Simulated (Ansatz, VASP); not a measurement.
**Ta in VASP and in Ansatz**

```
Ta
1.0
     2.84116    0.00000    0.00000
    -1.42058    2.46052    0.00000
     0.00000    0.00000    5.06081
Ta
2
Direct
  0.33333 0.66667 0.25000
  0.66667 0.33333 0.75000
```

Change from the starting cell: volume scaled by 0.94.

Alike in both runs: task single point; functional RPBE; dispersion D3(BJ); k mesh 11 × 11 × 5; occupations methfessel-paxton of order 1, width 0.2 eV; no spin polarisation.

|  | VASP | Ansatz |
| --- | --- | --- |
| version | VASP 6.6.1 | Ansatz 0.2.0 |
| potentials or method | VASP PAW PBE potentials, release 64 (Ta_pv), cutoff 520 eV | all-electron LAPW, scalar-relativistic |

|  | VASP | Ansatz | Ansatz less VASP |
| --- | --- | --- | --- |
| gap on the k mesh at the Fermi level (eV) | none | none | - |
| pressure (GPa) | -29.0 | -29.2 | -0.21 |
| traceless stress, the component that is largest in VASP (GPa) | -3.29 | -3.24 | +0.053 |

VASP's potentials were made for PBE, not for RPBE. A gap of «none» marks a metal or a gap that the smearing closes. Both programs put the cell under strong tension, so it lies far from rest at this level. Ansatz ran all-electron here, and VASP with PAW potentials.

Neither program's run includes spin-orbit coupling.
